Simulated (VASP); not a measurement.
# CdF2 (Fm-3m) in VASP: single point with PBEsol

Aim: the single point of CdF2 with PBEsol.

All numbers are computed with VASP 6.6.1; they aren't measurements. Logs are shortened: lines on timing, memory, paths and dates and some standing lists are left out, and cuts for length are marked.

## Step 1: The cell of the first run

It takes space group Fm-3m (No. 225, cubic). The conventional cell has a = 5.384 Å, b = 5.384 Å, c = 5.384 Å, α = 90.00°, β = 90.00°, γ = 90.00°. Within 3.1 Å of Cd (site symmetry m-3m) lie 8 F at 2.33 Å. F (site symmetry -43m) has 4 Cd at 2.33 Å and 6 F at 2.69 Å within 3.1 Å.

## Step 2: Single point, PBEsol

INCAR

```
SYSTEM = CdF2
PREC = Accurate
ENCUT = 520
EDIFF = 1E-6
ISMEAR = 0
SIGMA = 0.05
LREAL = .False.
LASPH = .True.
NELM = 60
ALGO = Normal
ISIF = 2
LWAVE = .False.
LCHARG = .False.
GGA = PS
NBANDS = 20
```

KPOINTS

```
Automatic mesh
0
Gamma
  8 8 8
  0 0 0
```

POSCAR

```
CdF2
1.0
    0.0000000000      2.6920729557      2.6920729557
    2.6920729557      0.0000000000      2.6920729557
    2.6920729557      2.6920729557      0.0000000000
Cd F
1 2
Direct
    0.0000000000      0.0000000000      0.0000000000
    0.2500000000      0.2500000000      0.2500000000
    0.7500000000      0.7500000000      0.7500000000
```

Potentials or basis: VASP PAW PBE potentials, release 64 (Cd, F).

Run with:

```bash
$ cat potpaw_PBE.64/Cd/POTCAR potpaw_PBE.64/F/POTCAR > POTCAR
$ mpirun -np 1 vasp_std > vasp.out
```

OUTCAR:

```text
SYSTEM = CdF2
   PREC = Accurate
   ENCUT = 520
   EDIFF = 1E-6
   ISMEAR = 0
   LREAL = .False.
   LASPH = .True.
   NELM = 60
   ISIF = 2
   GGA = PS

 ion  position               nearest neighbor table
   1  0.000  0.000  0.000-   3 2.33   3 2.33   3 2.33   2 2.33   2 2.33   2 2.33   3 2.33   2 2.33

   2  0.250  0.250  0.250-   1 2.33   1 2.33   1 2.33   1 2.33
   3  0.750  0.750  0.750-   1 2.33   1 2.33   1 2.33   1 2.33

  LATTYP: Found a face centered cubic cell.
 ALAT       =     5.3841459114

  Lattice vectors:

 A1 = (   0.0000000000,   2.6920729557,   2.6920729557)
 A2 = (   2.6920729557,   0.0000000000,   2.6920729557)
 A3 = (   2.6920729557,   2.6920729557,   0.0000000000)

Analysis of symmetry for initial positions (statically):
=====================================================================
 Subroutine PRICEL returns:
 Original cell was already a primitive cell.

 Routine SETGRP: Setting up the symmetry group for a
 face centered cubic supercell.

 Subroutine GETGRP returns: Found 48 space group operations
 (whereof 48 operations were pure point group operations)
 out of a pool of 48 trial point group operations.

The static configuration has the point symmetry O_h .

Analysis of symmetry for dynamics (positions and initial velocities):
=====================================================================
 Subroutine PRICEL returns:
 Original cell was already a primitive cell.

 Routine SETGRP: Setting up the symmetry group for a
 face centered cubic supercell.

 Subroutine GETGRP returns: Found 48 space group operations
 (whereof 48 operations were pure point group operations)
 out of a pool of 48 trial point group operations.

The dynamic configuration has the point symmetry O_h .

 Subroutine INISYM returns: Found 48 space group operations
 (whereof 48 operations are pure point group operations),
 and found     1 'primitive' translations

----------------------------------------------------------------------------------------

                                     Primitive cell

  volume of cell :      39.0203

  direct lattice vectors                    reciprocal lattice vectors
     0.000000000  2.692072956  2.692072956    -0.185730479  0.185730479  0.185730479
     2.692072956  0.000000000  2.692072956     0.185730479 -0.185730479  0.185730479
     2.692072956  2.692072956  0.000000000     0.185730479  0.185730479 -0.185730479

  length of vectors
     3.807166085  3.807166085  3.807166085     0.321694626  0.321694626  0.321694626

  position of ions in fractional coordinates (direct lattice)
     0.000000000  0.000000000  0.000000000
     0.250000000  0.250000000  0.250000000
     0.750000000  0.750000000  0.750000000

  ion indices of the primitive-cell ions
   primitive index   ion index
                 1           1
                 2           2
                 3           3

----------------------------------------------------------------------------------------

 KPOINTS: Automatic mesh

Automatic generation of k-mesh.
 Grid dimensions read from file:
 generate k-points for:    8    8    8

 Generating k-lattice:

  Cartesian coordinates                     Fractional coordinates (reciprocal lattice)
    -0.023216310  0.023216310  0.023216310     0.125000000  0.000000000  0.000000000
     0.023216310 -0.023216310  0.023216310     0.000000000  0.125000000  0.000000000
     0.023216310  0.023216310 -0.023216310     0.000000000  0.000000000  0.125000000

  Length of vectors
     0.040211828  0.040211828  0.040211828

  Shift w.r.t. Gamma in fractional coordinates (k-lattice)
     0.000000000  0.000000000  0.000000000

 Subroutine IBZKPT returns following result:
 ===========================================

 Found     29 irreducible k-points:

 Following reciprocal coordinates:
            Coordinates               Weight
  0.000000  0.000000  0.000000      1.000000
  0.125000  0.000000  0.000000      8.000000
  0.250000  0.000000  0.000000      8.000000
  0.375000  0.000000  0.000000      8.000000
  0.500000  0.000000  0.000000      4.000000
  0.125000  0.125000  0.000000      6.000000
[... 16 lines left out ...]
  0.500000  0.250000  0.125000     48.000000
 -0.375000  0.250000  0.125000     24.000000
 [... further k-points ...]
   k-points           NKPTS =     29   k-points in BZ     NKDIM =     29   number of bands    NBANDS=     20
   number of dos      NEDOS =    301   number of ions     NIONS =      3
   total plane-waves  NPLWV =  21952
   dimension x,y,z NGX =    28 NGY =   28 NGZ =   28
   dimension x,y,z NGXF=    56 NGYF=   56 NGZF=   56
   ions per type =               1   2
   NGX,Y,Z   is equivalent  to a cutoff of  12.23, 12.23, 12.23 a.u.
   NGXF,Y,Z  is equivalent  to a cutoff of  24.45, 24.45, 24.45 a.u.
 SYSTEM =  CdF2
   PREC   = accura    normal or accurate (medium, high low for compatibility)
   ISTART =      0    job   : 0-new  1-cont  2-samecut
   ICHARG =      2    charge: 1-file 2-atom 10-const
   ISPIN  =      1    spin polarized calculation?
   LNONCOLLINEAR =      F non collinear calculations
   LSORBIT =      F    spin-orbit coupling
   LASPH  =      T    aspherical Exc in radial PAW
   ENCUT  =  520.0 eV  38.22 Ry    6.18 a.u.   7.08  7.08  7.08*2*pi/ulx,y,z
   NELM   =     60;   NELMIN=  2; NELMDL= -5     # of ELM steps
   EDIFF  = 0.1E-05   stopping-criterion for ELM
   LREAL  =      F    real-space projection
   EDIFFG = 0.1E-04   stopping-criterion for IOM
   NSW    =      0    number of steps for IOM
   IBRION =     -1    ionic relax: 0-MD 1-quasi-New 2-CG
   NFREE  =      0    steps in history (QN), initial steepest desc. (CG)
   ISIF   =      2    stress and relaxation
   ISYM   =      2    0-nonsym 1-usesym 2-fastsym
   POTIM  = 0.5000    time-step for ionic-motion
   TEBEG  =    0.0;   TEEND  =   0.0 temperature during run
   PSTRESS=    0.0 pullay stress
   NELECT =      26.0000    total number of electrons
   NUPDOWN=      -1.0000    fix difference up-down
   EMIN   =  10.00;   EMAX   =-10.00  energy-range for DOS
   EFERMI =   0.00;   METHOD = LEGACY
   ISMEAR =     0;   SIGMA  =   0.05  broadening in eV -4-tet -1-fermi 0-gaus
   EFERMI_NEDOS =   21; number of points for ismear=-14 and -15
   IALGO  =     38    algorithm
   IMIX   =      4    mixing-type and parameters
     AMIX     =   0.40;   BMIX     =  1.00
     AMIX_MAG =   1.60;   BMIX_MAG =  1.00
  volume/ion in A,a.u.               =      13.01        87.77
  Fermi-wavevector in a.u.,A,eV,Ry     =   1.429889  2.702099 27.818251  2.044584
  Thomas-Fermi vector in A             =   2.549794
   LORBIT       =      0    0 simple, 1 ext, 2 COOP (PROOUT), +10 PAW based schemes
   GGA     = PS    functional components
   LHFCALC =     F    Hartree Fock is set to
   AEXX    =    0.0000 exact exchange contribution
   IVDW    =     0    specifies the selected vdW correction
   LEPSILON=     F    determine dielectric tensor
   LRPA    =     F    only Hartree local field effects (RPA)
 non-spin polarized calculation
 Gauss-broadening in eV      SIGMA  =   0.05
  energy-cutoff  :      520.00
  volume of cell :       39.02
 maximum number of plane-waves:      1067
   NGX = 15   NGY = 15   NGZ = 15

 number of electron      25.9999991 magnetization

 Free energy of the ion-electron system (eV)
  ---------------------------------------------------
  ext. energy  EPLUGINS =         0.00000000
  ---------------------------------------------------
  free energy    TOTEN  =       -11.59252374 eV

  energy without entropy =      -11.59252374  energy(sigma->0) =      -11.59252374

 E-fermi :  -1.2017     XC(G=0): -10.7201

 val. band max:       -1.4274314816   @ k =  -0.2500   0.5000   0.2500
 cond. band min:       1.4832043130   @ k =   0.0000   0.0000   0.0000
 fundamental gap:      2.9106357946
 Fermi energy:        -1.2017342231

 k-point     1 :       0.0000    0.0000    0.0000
  band No.  band energies     occupation
      1     -22.1565      2.00000
      2     -21.0147      2.00000
      3      -7.0625      2.00000
      4      -7.0625      2.00000
      5      -7.0625      2.00000
      6      -5.8010      2.00000
[... 12 lines left out ...]
     19      18.2598      0.00000
     20      18.2598      0.00000

 k-point     2 :       0.1250    0.0000    0.0000
  band No.  band energies     occupation
      1     -22.1049      2.00000
      2     -21.0597      2.00000
      3      -7.0018      2.00000
      4      -7.0018      2.00000
      5      -6.8926      2.00000
      6      -5.8201      2.00000
[... 12 lines left out ...]
     19      17.8670      0.00000
     20      17.8670      0.00000

 k-point     3 :       0.2500    0.0000    0.0000
  band No.  band energies     occupation
      1     -21.9660      2.00000
      2     -21.1841      2.00000
      3      -6.8615      2.00000
      4      -6.8615      2.00000
      5      -6.4352      2.00000
      6      -5.8363      2.00000
[... 12 lines left out ...]
     19      17.2098      0.00000
     20      17.9364      0.00000

 k-point     4 :       0.3750    0.0000    0.0000
  band No.  band energies     occupation
      1     -21.7742      2.00000
      2     -21.3574      2.00000
      3      -6.7452      2.00000
      4      -6.7452      2.00000
      5      -5.8572      2.00000
      6      -5.7829      2.00000
[... 12 lines left out ...]
     19      16.7401      0.00000
     20      17.4671      0.00000

 k-point     5 :       0.5000    0.0000    0.0000
  band No.  band energies     occupation
      1     -21.6004      2.00000
      2     -21.5227      2.00000
      3      -6.7098      2.00000
      4      -6.7098      2.00000
      5      -5.7285      2.00000
      6      -5.7285      2.00000
[... 12 lines left out ...]
     19      16.5729      0.00000
     20      17.1162      0.00000
[... 353 lines left out ...]
      6      -5.6804      2.00000
[... 12 lines left out ...]
     19      17.8586      0.00000
     20      19.7741      0.00000

 k-point    22 :       0.3750    0.2500    0.1250
  band No.  band energies     occupation
      1     -21.8685      2.00000
      2     -21.2616      2.00000
      3      -6.7223      2.00000
      4      -6.6759      2.00000
      5      -6.1543      2.00000
      6      -6.0895      2.00000
[... 12 lines left out ...]
     19      17.8464      0.00000
     20      20.2467      0.00000

 k-point    23 :       0.5000    0.2500    0.1250
  band No.  band energies     occupation
      1     -21.7141      2.00000
      2     -21.3951      2.00000
      3      -6.6304      2.00000
      4      -6.5189      2.00000
      5      -6.0555      2.00000
      6      -5.8032      2.00000
[... 12 lines left out ...]
     19      17.3099      0.00000
     20      20.2741      0.00000

 k-point    24 :      -0.3750    0.2500    0.1250
  band No.  band energies     occupation
      1     -21.5695      2.00000
      2     -21.5305      2.00000
      3      -6.5999      2.00000
      4      -6.4786      2.00000
      5      -5.8705      2.00000
      6      -5.8421      2.00000
[... 12 lines left out ...]
     19      17.1010      0.00000
     20      20.6557      0.00000

 [... further k-points ...]

------------------------ aborting loop because EDIFF is reached ----------------------------------------

  FORCE on cell =-STRESS in cart. coord.  units (eV):
  Direction    XX          YY          ZZ          XY          YZ          ZX
  --------------------------------------------------------------------------------------
  -------------------------------------------------------------------------------------
  Total        0.1884974      0.1884974      0.1884974      0.0000000      0.0000000     -0.0000000
  in kB        7.7397226      7.7397226      7.7397226      0.0000000      0.0000000     -0.0000000
  external PRESSURE =       7.7397226 kB  Pullay stress =       0.0000000 kB

 VOLUME and BASIS-vectors are now :
 -----------------------------------------------------------------------------
  energy-cutoff  :      520.00
  volume of cell :       39.02
      direct lattice vectors                 reciprocal lattice vectors
     0.000000000  2.692072956  2.692072956    -0.185730479  0.185730479  0.185730479
     2.692072956  0.000000000  2.692072956     0.185730479 -0.185730479  0.185730479
     2.692072956  2.692072956  0.000000000     0.185730479  0.185730479 -0.185730479

 POSITION                                       TOTAL-FORCE (eV/Angst)
 -----------------------------------------------------------------------------------
      0.00000      0.00000      0.00000        -0.000000     -0.000000     -0.000000
      1.34604      1.34604      1.34604        -0.000000     -0.000000     -0.000000
      4.03811      4.03811      4.03811         0.000000      0.000000      0.000000
 -----------------------------------------------------------------------------------
    total drift:                                0.000000      0.000000      0.000000

  FREE ENERGIE OF THE ION-ELECTRON SYSTEM (eV)
  ---------------------------------------------------
  free  energy   TOTEN  =       -11.5925237356 eV

  energy  without entropy=      -11.5925237356  energy(sigma->0) =      -11.59252374
```

It took 36 s on 1 thread of AMD EPYC 7R43 (Zen 3), shared host; peak memory 0.12 GiB.

What came out:

- Free energy: -11.5925 eV
- Pressure: 0.8 GPa
- Band gap on the k mesh: 2.91 eV, indirect (least direct gap 3.40 eV)

Levels at points of the mesh, in eV from the valence-band top:
```csv
k point,band 9,band 10,band 11,band 12,band 13,band 14,band 15,band 16,band 17,band 18
"(0.00, 0.00, 0.00)",-1.00,-1.00,-0.49,-0.49,-0.49,2.91,12.51,12.51,12.51,17.41
"(0.50, 0.00, 0.00)",-2.34,-1.89,-1.89,-0.39,-0.39,7.07,8.98,14.33,14.33,18.00
"(0.50, 0.50, 0.00)",-3.03,-3.03,-0.51,-0.09,-0.09,7.90,9.48,11.69,14.13,14.13
```

Caveat: the PAW data sets were made with another functional, which shifts forces and pressure a little.
